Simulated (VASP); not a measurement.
# Li (Im-3m) in VASP: a series of runs

Aim: see how the results for Li move with the level of theory and the settings. Levels: PBEsol, PBE, r2SCAN. Tasks: single point, relaxation of cell and atoms.

Everything below comes from runs of VASP 6.6.1. Logs are shortened: lines on timing, memory, paths and dates and some standing lists are left out, and cuts for length are marked.

## 1. The cell of the first run

The structure is cubic, space group Im-3m (No. 229). The conventional cell has a = 3.432 Å, b = 3.432 Å, c = 3.432 Å, α = 90.00°, β = 90.00°, γ = 90.00°. Li (site symmetry m-3m) has 14 Li at 2.97 to 3.43 Å within 3.9 Å.

## 2. Single point, PBEsol

File INCAR:

```
PREC = Accurate
ENCUT = 520
EDIFF = 1E-6
ISMEAR = 1
SIGMA = 0.1
LREAL = False
LASPH = True
NELM = 60
ALGO = Normal
ISIF = 2
LWAVE = False
LCHARG = False
GGA = PS
NBANDS = 8
```

File KPOINTS:

```
Automatic mesh
0
Gamma
  33 33 33
```

File POSCAR:

```
Li
1.0
   -1.7159707500      1.7159707500      1.7159707500
    1.7159707500     -1.7159707500      1.7159707500
    1.7159707500      1.7159707500     -1.7159707500
Li
1
Direct
    0.0000000000      0.0000000000      0.0000000000
```

Potentials or basis: VASP PAW PBE potentials, release 64 (Li_sv).

Started as:

```sh
cat potpaw_PBE.64/Li_sv/POTCAR > POTCAR
mpirun -np 1 vasp_std > vasp.out
```

OUTCAR:

```text
PREC = Accurate
   ENCUT = 520
   EDIFF = 1E-6
   ISMEAR = 1
   LREAL = False
   LASPH = True
   NELM = 60
   ISIF = 2
   GGA = PS

 ion  position               nearest neighbor table
   1  0.000  0.000  0.000-

  LATTYP: Found a body centered cubic cell.
 ALAT       =     3.4319415000

  Lattice vectors:

 A1 = (  -1.7159707500,   1.7159707500,   1.7159707500)
 A2 = (   1.7159707500,  -1.7159707500,   1.7159707500)
 A3 = (   1.7159707500,   1.7159707500,  -1.7159707500)

Analysis of symmetry for initial positions (statically):
=====================================================================
 Subroutine PRICEL returns:
 Original cell was already a primitive cell.

 Routine SETGRP: Setting up the symmetry group for a
 body centered cubic supercell.

 Subroutine GETGRP returns: Found 48 space group operations
 (whereof 48 operations were pure point group operations)
 out of a pool of 48 trial point group operations.

The static configuration has the point symmetry O_h .

Analysis of symmetry for dynamics (positions and initial velocities):
=====================================================================
 Subroutine PRICEL returns:
 Original cell was already a primitive cell.

 Routine SETGRP: Setting up the symmetry group for a
 body centered cubic supercell.

 Subroutine GETGRP returns: Found 48 space group operations
 (whereof 48 operations were pure point group operations)
 out of a pool of 48 trial point group operations.

The dynamic configuration has the point symmetry O_h .

 Subroutine INISYM returns: Found 48 space group operations
 (whereof 48 operations are pure point group operations),
 and found     1 'primitive' translations

----------------------------------------------------------------------------------------

                                     Primitive cell

  volume of cell :      20.2111

  direct lattice vectors                    reciprocal lattice vectors
    -1.715970750  1.715970750  1.715970750     0.000000000  0.291380258  0.291380258
     1.715970750 -1.715970750  1.715970750     0.291380258  0.000000000  0.291380258
     1.715970750  1.715970750 -1.715970750     0.291380258  0.291380258  0.000000000

  length of vectors
     2.972148523  2.972148523  2.972148523     0.412073913  0.412073913  0.412073913

  position of ions in fractional coordinates (direct lattice)
     0.000000000  0.000000000  0.000000000

  ion indices of the primitive-cell ions
   primitive index   ion index
                 1           1

----------------------------------------------------------------------------------------

 KPOINTS: Automatic mesh

Automatic generation of k-mesh.
 Grid dimensions read from file:
 generate k-points for:   33   33   33

 Generating k-lattice:

  Cartesian coordinates                     Fractional coordinates (reciprocal lattice)
     0.000000000  0.008829705  0.008829705     0.030303030  0.000000000  0.000000000
     0.008829705  0.000000000  0.008829705     0.000000000  0.030303030  0.000000000
     0.008829705  0.008829705  0.000000000     0.000000000  0.000000000  0.030303030

  Length of vectors
     0.012487088  0.012487088  0.012487088

  Shift w.r.t. Gamma in fractional coordinates (k-lattice)
     0.000000000  0.000000000  0.000000000

 Subroutine IBZKPT returns following result:
 ===========================================

 Found    969 irreducible k-points:

 Following reciprocal coordinates:
            Coordinates               Weight
  0.000000  0.000000  0.000000      1.000000
  0.030303  0.000000  0.000000     12.000000
  0.060606  0.000000  0.000000     12.000000
  0.090909  0.000000  0.000000     12.000000
  0.121212  0.000000  0.000000     12.000000
  0.151515  0.000000  0.000000     12.000000
[... 16 lines left out ...]
  0.181818  0.030303  0.000000     48.000000
  0.212121  0.030303  0.000000     48.000000
 [... further k-points ...]
   k-points           NKPTS =    969   k-points in BZ     NKDIM =    969   number of bands    NBANDS=      8
   number of dos      NEDOS =    301   number of ions     NIONS =      1
   total plane-waves  NPLWV =  13824
   dimension x,y,z NGX =    24 NGY =   24 NGZ =   24
   dimension x,y,z NGXF=    48 NGYF=   48 NGZF=   48
   ions per type =               1
   NGX,Y,Z   is equivalent  to a cutoff of  13.42, 13.42, 13.42 a.u.
   NGXF,Y,Z  is equivalent  to a cutoff of  26.85, 26.85, 26.85 a.u.
 SYSTEM =  unknown system
   PREC   = accura    normal or accurate (medium, high low for compatibility)
   ISTART =      0    job   : 0-new  1-cont  2-samecut
   ICHARG =      2    charge: 1-file 2-atom 10-const
   ISPIN  =      1    spin polarized calculation?
   LNONCOLLINEAR =      F non collinear calculations
   LSORBIT =      F    spin-orbit coupling
   LASPH  =      T    aspherical Exc in radial PAW
   ENCUT  =  520.0 eV  38.22 Ry    6.18 a.u.   5.53  5.53  5.53*2*pi/ulx,y,z
   NELM   =     60;   NELMIN=  2; NELMDL= -5     # of ELM steps
   EDIFF  = 0.1E-05   stopping-criterion for ELM
   LREAL  =      F    real-space projection
   EDIFFG = 0.1E-04   stopping-criterion for IOM
   NSW    =      0    number of steps for IOM
   IBRION =     -1    ionic relax: 0-MD 1-quasi-New 2-CG
   NFREE  =      0    steps in history (QN), initial steepest desc. (CG)
   ISIF   =      2    stress and relaxation
   ISYM   =      2    0-nonsym 1-usesym 2-fastsym
   POTIM  = 0.5000    time-step for ionic-motion
   TEBEG  =    0.0;   TEEND  =   0.0 temperature during run
   PSTRESS=    0.0 pullay stress
   NELECT =       3.0000    total number of electrons
   NUPDOWN=      -1.0000    fix difference up-down
   EMIN   =  10.00;   EMAX   =-10.00  energy-range for DOS
   EFERMI =   0.00;   METHOD = LEGACY
   ISMEAR =     1;   SIGMA  =   0.10  broadening in eV -4-tet -1-fermi 0-gaus
   EFERMI_NEDOS =   21; number of points for ismear=-14 and -15
   IALGO  =     38    algorithm
   IMIX   =      4    mixing-type and parameters
     AMIX     =   0.40;   BMIX     =  1.00
     AMIX_MAG =   1.60;   BMIX_MAG =  1.00
  volume/ion in A,a.u.               =      20.21       136.39
  Fermi-wavevector in a.u.,A,eV,Ry     =   0.866800  1.638014 10.222622  0.751342
  Thomas-Fermi vector in A             =   1.985241
   LORBIT       =      0    0 simple, 1 ext, 2 COOP (PROOUT), +10 PAW based schemes
   GGA     = PS    functional components
   LHFCALC =     F    Hartree Fock is set to
   AEXX    =    0.0000 exact exchange contribution
   IVDW    =     0    specifies the selected vdW correction
   LEPSILON=     F    determine dielectric tensor
   LRPA    =     F    only Hartree local field effects (RPA)
 non-spin polarized calculation
 Methfessel and Paxton  Order N= 1 SIGMA  =   0.10
  energy-cutoff  :      520.00
  volume of cell :       20.21
 maximum number of plane-waves:       564
   NGX = 11   NGY = 11   NGZ = 11

 number of electron       3.0000001 magnetization

 Free energy of the ion-electron system (eV)
  ---------------------------------------------------
  ext. energy  EPLUGINS =         0.00000000
  ---------------------------------------------------
  free energy    TOTEN  =        -1.96580516 eV

  energy without entropy =       -1.96587780  energy(sigma->0) =       -1.96582938

 E-fermi :   0.6506     XC(G=0):  -7.0248

 val. band max:        0.6417548386   @ k =   0.4545   0.0000   0.0000
 cond. band min:       0.6510559918   @ k =  -0.3030   0.3030   0.3030
 fundamental gap:      0.0093011532
 Fermi energy:         0.6506160360

 k-point     1 :       0.0000    0.0000    0.0000
  band No.  band energies     occupation
      1     -45.2717      2.00000
      2      -2.9236      2.00000
      3      15.2956      0.00000
      4      15.2956      0.00000
      5      15.2956      0.00000
      6      20.0280      0.00000
      7      20.0280      0.00000
      8      20.0280      0.00000

 k-point     2 :       0.0303    0.0000    0.0000
  band No.  band energies     occupation
      1     -45.2716      2.00000
      2      -2.9062      2.00000
      3      15.1784      0.00000
      4      15.1976      0.00000
      5      15.2645      0.00000
      6      19.6674      0.00000
      7      19.6933      0.00000
      8      20.1714      0.00000

 k-point     3 :       0.0606    0.0000    0.0000
  band No.  band energies     occupation
      1     -45.2710      2.00000
      2      -2.8539      2.00000
      3      14.8192      0.00000
      4      14.9348      0.00000
      5      15.1721      0.00000
      6      18.9179      0.00000
      7      19.0974      0.00000
      8      20.2947      0.00000

 k-point     4 :       0.0909    0.0000    0.0000
  band No.  band energies     occupation
      1     -45.2701      2.00000
      2      -2.7671      2.00000
      3      14.2178      0.00000
      4      14.5698      0.00000
      5      15.0217      0.00000
      6      18.3077      0.00000
      7      18.4831      0.00000
      8      20.0362      0.00000

 k-point     5 :       0.1212    0.0000    0.0000
  band No.  band energies     occupation
      1     -45.2689      2.00000
      2      -2.6455      2.00000
      3      13.4211      0.00000
      4      14.1573      0.00000
      5      14.8205      0.00000
      6      17.8955      0.00000
      7      17.8975      0.00000
      8      19.8904      0.00000
[... 177 lines left out ...]
 k-point    22 :       0.1515    0.0303   -0.0000
  band No.  band energies     occupation
      1     -45.2665      2.00000
      2      -2.3847      2.00000
      3      12.0286      0.00000
      4      13.4288      0.00000
      5      14.3130      0.00000
      6      17.2290      0.00000
      7      17.5474      0.00000
      8      19.8833      0.00000

 k-point    23 :       0.1818    0.0303    0.0000
  band No.  band energies     occupation
      1     -45.2646      2.00000
      2      -2.1760      2.00000
      3      11.0519      0.00000
      4      13.0263      0.00000
      5      14.0223      0.00000
      6      16.7878      0.00000
      7      17.4443      0.00000
      8      19.9861      0.00000

 k-point    24 :       0.2121    0.0303    0.0000
  band No.  band energies     occupation
      1     -45.2627      2.00000
      2      -1.9330      2.00000
      3      10.0774      0.00000
      4      12.6501      0.00000
      5      13.7304      0.00000
      6      16.3809      0.00000
      7      17.4007      0.00000
      8      20.1677      0.00000

 [... further k-points ...]

------------------------ aborting loop because EDIFF is reached ----------------------------------------

  FORCE on cell =-STRESS in cart. coord.  units (eV):
  Direction    XX          YY          ZZ          XY          YZ          ZX
  --------------------------------------------------------------------------------------
  -------------------------------------------------------------------------------------
  Total       -0.0085941     -0.0085941     -0.0085941      0.0000000      0.0000000     -0.0000000
  in kB       -0.6812764     -0.6812764     -0.6812764      0.0000000      0.0000000     -0.0000000
  external PRESSURE =      -0.6812764 kB  Pullay stress =       0.0000000 kB

 VOLUME and BASIS-vectors are now :
 -----------------------------------------------------------------------------
  energy-cutoff  :      520.00
  volume of cell :       20.21
      direct lattice vectors                 reciprocal lattice vectors
    -1.715970750  1.715970750  1.715970750     0.000000000  0.291380258  0.291380258
     1.715970750 -1.715970750  1.715970750     0.291380258  0.000000000  0.291380258
     1.715970750  1.715970750 -1.715970750     0.291380258  0.291380258  0.000000000

 POSITION                                       TOTAL-FORCE (eV/Angst)
 -----------------------------------------------------------------------------------
      0.00000      0.00000      0.00000        -0.000000      0.000000      0.000000
 -----------------------------------------------------------------------------------
    total drift:                               -0.000000      0.000000      0.000000

  FREE ENERGIE OF THE ION-ELECTRON SYSTEM (eV)
  ---------------------------------------------------
  free  energy   TOTEN  =        -1.9658051636 eV

  energy  without entropy=       -1.9658777990  energy(sigma->0) =       -1.96582938
```

Run time: 91 s. Hardware: 1 thread of Intel Xeon 8259CL, shared host; peak memory 0.23 GiB.

Results:

```
Free energy            : -1.9658 eV
Band gap on the k mesh : zero (an odd number of electrons rules out a gap without spin polarisation)
```

Levels at points of the mesh, in eV from the Fermi level:
```tsv
k point	band 1	band 2	band 3	band 4
(0.00, 0.00, 0.00)	-45.92	-3.57	14.64	14.64
```

Caveat: the cutoff is under 1.25 times the usual one of these potentials, so pressure, stress and relaxed cells hold a basis-set (Pulay) error; the PAW data sets were made with another functional, which shifts forces and pressure a little.

(Part 1 of 2 ends here.)
